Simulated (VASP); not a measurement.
Input of a VASP 6.6.1 run:

File INCAR:

```
ALGO = Normal ; EDIFF = 1E-7
ENCUT = 520 ; GGA = PS
ISIF = 2 ; ISMEAR = -1
IVDW = 12 ; LASPH = True
LCHARG = True ; LELF = True
LREAL = False ; LVHAR = True
LWAVE = False ; NBANDS = 25
NELM = 80 ; PREC = Accurate
SIGMA = 0.05
```

The input KPOINTS:

```
k-points
0
Gamma
  10 10 5
```

File POSCAR:

```
CuO
1.0
    2.0258930703     -2.0185469303      0.1576773955
    2.0258930703      2.0185469303      0.1576773955
   -0.3947959949      0.0000000000      5.0700278628
Cu O
2 2
Direct
    0.5000000000      0.0000000000      0.5000000000
    0.0000000000      0.5000000000      0.0000000000
    0.5000691559      0.4999308441      0.7500000000
    0.4999308441      0.5000691559      0.2500000000
```

Potentials or basis: VASP PAW PBE potentials, release 64 (Cu, O).

Launch:

```bash
$ cat potpaw_PBE.64/Cu/POTCAR potpaw_PBE.64/O/POTCAR > POTCAR
$ mpirun -np 1 vasp_std > vasp.out
```

(1) What does it give for the pressure?

(2) What does it give for the dispersion energy per atom?

(3) Estimate the band gap on the k mesh.

Answers

(1) 0.8 GPa.

(2) -0.228 eV.

(3) zero (bands 17 and 18 overlap by 0.99 eV).

Caveat: the PAW data sets were made with another functional, which shifts forces and pressure a little; semilocal functionals often make such compounds metallic where correlation or magnetic order opens a gap, which also shifts bond lengths.
